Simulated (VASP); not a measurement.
# KF (Cmcm) in VASP: notebook, part 2 of 2

VASP 6.6.1. The steps go on from the part before.

### Step 5. Relaxation of cell and atoms, PBE

The input, INCAR:

```
ALGO = Normal
EDIFF = 1E-6
EDIFFG = -0.01
ENCUT = 600
GGA = PE
IBRION = 2
ISIF = 3
ISMEAR = 0
LASPH = T
LCHARG = F
LREAL = F
LWAVE = F
NELM = 60
NSW = 100
PREC = Accurate
SIGMA = 0.02
```

The input, KPOINTS:

```
k-points
0
Gamma
  8 8 6
```

The input, POSCAR:

```
KF
1.0
    1.7729448228     -5.4738789574      0.0000000000
    1.7729448228      5.4738789574      0.0000000000
    0.0000000000      0.0000000000      3.9925047139
K F
2 2
Direct
    0.6271107761      0.3728892239      0.2500000000
    0.3728892239      0.6271107761      0.7500000000
    0.8709249434      0.1290750566      0.2500000000
    0.1290750566      0.8709249434      0.7500000000
```

Potentials or basis: VASP PAW PBE potentials, release 64 (K_sv, F).

Command:

```bash
$ cat potpaw_PBE.64/K_sv/POTCAR potpaw_PBE.64/F/POTCAR > POTCAR
$ mpirun -np 1 vasp_std > vasp.out
```

OUTCAR:

```text
EDIFF = 1E-6
   EDIFFG = -0.01
   ENCUT = 600
   GGA = PE
   IBRION = 2
   ISIF = 3
   ISMEAR = 0
   LASPH = T
   LREAL = F
   NELM = 60
   NSW = 100
   PREC = Accurate

 ion  position               nearest neighbor table
   1  0.627  0.373  0.250-   3 2.67   4 2.67   4 2.67   4 2.67   4 2.67   2 3.43   2 3.43   2 3.79
                             2 3.79   2 3.79   2 3.79
   2  0.373  0.627  0.750-   4 2.67   3 2.67   3 2.67   3 2.67   3 2.67   1 3.43   1 3.43   1 3.79
                             1 3.79   1 3.79   1 3.79
   3  0.871  0.129  0.250-   1 2.67   2 2.67   2 2.67   2 2.67   2 2.67
   4  0.129  0.871  0.750-   2 2.67   1 2.67   1 2.67   1 2.67   1 2.67

  LATTYP: Found a base centered orthorhombic cell.
 ALAT       =     3.5458896456
 B/A-ratio  =     3.0874502619
 C/A-ratio  =     1.1259528956

  Lattice vectors:
[... 269 lines left out ...]
  free energy    TOTEN  =       -16.32554595 eV

  energy without entropy =      -16.32554595  energy(sigma->0) =      -16.32554595

 E-fermi :  -2.5682     XC(G=0):  -8.3614

 val. band max:       -2.6703772274   @ k =   0.5000   0.5000   0.0000
 cond. band min:       3.1345846405   @ k =   0.0000   0.0000   0.0000
 fundamental gap:      5.8049618679
 Fermi energy:        -2.5681557254

 k-point     1 :       0.0000    0.0000    0.0000
  band No.  band energies     occupation
      1     -29.2722      2.00000
      2     -29.1528      2.00000
      3     -21.3934      2.00000
      4     -21.3670      2.00000
      5     -13.1235      2.00000
      6     -12.7759      2.00000
[... 541 lines left out ...]
     19       7.0557      0.00000
     20       7.1454      0.00000

 [... further k-points ...]

------------------------ aborting loop because EDIFF is reached ----------------------------------------

  FORCE on cell =-STRESS in cart. coord.  units (eV):
  Direction    XX          YY          ZZ          XY          YZ          ZX
  --------------------------------------------------------------------------------------
  -------------------------------------------------------------------------------------
  Total       -0.0279681      0.0087547      0.0149216      0.0000000      0.0000000      0.0000000
  in kB       -0.5754173      0.1801205      0.3069987      0.0000000      0.0000000      0.0000000
  external PRESSURE =      -0.0294327 kB  Pullay stress =       0.0000000 kB
[... 19 lines left out ...]
  FREE ENERGIE OF THE ION-ELECTRON SYSTEM (eV)
  ---------------------------------------------------
  free  energy   TOTEN  =       -16.3255459476 eV

  energy  without entropy=      -16.3255459476  energy(sigma->0) =      -16.32554595

 reached required accuracy - stopping structural energy minimisation
```

OSZICAR:

```text
N       E                     dE             d eps       ncg     rms          rms(c)
DAV:   1     0.299652326683E+03    0.29965E+03   -0.18144E+04  3360   0.170E+03
DAV:   2    -0.163742162958E+01   -0.30129E+03   -0.29040E+03  4564   0.447E+02
DAV:   3    -0.173005822843E+02   -0.15663E+02   -0.15607E+02  4272   0.960E+01
[... 23 lines left out ...]
DAV:   3    -0.163255710915E+02    0.10788E-03   -0.19693E-04  4112   0.133E-01    0.411E-02
DAV:   4    -0.163255489077E+02    0.22184E-04   -0.99714E-05  4800   0.631E-02    0.318E-02
DAV:   5    -0.163255482959E+02    0.61184E-06   -0.10645E-05  4332   0.264E-02    0.648E-03
DAV:   6    -0.163255465870E+02    0.17089E-05   -0.73117E-06  5232   0.199E-02    0.288E-03
DAV:   7    -0.163255459476E+02    0.63937E-06   -0.59755E-07  2532   0.420E-03
   3 F= -.16325546E+02 E0= -.16325546E+02  d E =-.245020E-03
```

Run time: 3.3 min. Hardware: 1 thread of Intel Xeon Platinum 8488C (Sapphire Rapids), shared host; peak memory 0.35 GiB.

Results:

| Item | Value |
| --- | --- |
| Free energy | -16.3255 eV |
| Relaxed volume | 19.47 Å³/atom |
| Relaxed cell | a = 5.762 Å, b = 5.762 Å, c = 4.003 Å, α = 90.00°, β = 90.00°, γ = 144.13° |
| Space group after relaxing (to 0.1 Å) | Cmcm (No. 63) |
| Energy gained by relaxing | 0.1 meV/atom |
| Ionic steps | 3 |
| Pressure after relaxing | 0.0 GPa |
| Band gap on the k mesh | 5.80 eV (least direct gap 5.83 eV) |

The path:
```tsv
step	energy change (eV)	largest force (eV/Å)	pressure (GPa)	volume (Å³)
1	0.0000	0.0081	0.17	77.49
2	-0.0002	0.0042	0.06	77.72
3	-0.0002	0.0015	0.00	77.87
```

Final structure:
```
K F
1.0
     1.77440   -5.48241    0.00000
     1.77440    5.48241    0.00000
     0.00000    0.00000    4.00257
K F
2 2
Direct
  0.62705 0.37295 0.25000
  0.37295 0.62705 0.75000
  0.87096 0.12904 0.25000
  0.12904 0.87096 0.75000
```

A k mesh can miss the band edges.

### Step 6. The runs side by side

| task | cell | k mesh | cutoff (eV) | smearing | gap on the mesh (eV) | pressure (GPa) | relaxed volume (Å³/atom) | largest force (eV/Å) |
| --- | --- | --- | --- | --- | --- | --- | --- | --- |
| single point | a = 5.754, b = 5.754, c = 3.993 Å, angles 90.0, 90.0, 144.1°, 4 atoms, atomic positions A | 4 × 4 × 6 | 520 | gaussian 0.1 eV | 5.83 | 0.2 | - | 0.01 |
| relaxation of cell and atoms | relaxed from a = 5.521, b = 5.521, c = 3.681 Å, angles 90.0, 90.0, 133.9°, 4 atoms, atomic positions B | 4 × 4 × 6 | 600 | gaussian 0.1 eV | 5.83 | -0.1 | 19.33 | 0.03 |
| single point | a = 5.830, b = 5.830, c = 3.980 Å, angles 90.0, 90.0, 144.4°, 4 atoms, atomic positions C | 8 × 8 × 6 | 520 | gaussian 0.02 eV | 5.75 | 0.0 | - | 0.01 |
| relaxation of cell and atoms | relaxed from a = 5.754, b = 5.754, c = 3.993 Å, angles 90.0, 90.0, 144.1°, 4 atoms, atomic positions A | 8 × 8 × 6 | 600 | gaussian 0.02 eV | 5.80 | 0.0 | 19.47 | - |

Alike in all rows: level PBE; potentials or basis VASP PAW PBE potentials, release 64 (K_sv, F); no spin polarisation.

Caveats: some runs use coarse meshes.

Absolute energies hang on the potentials; compare differences alone.
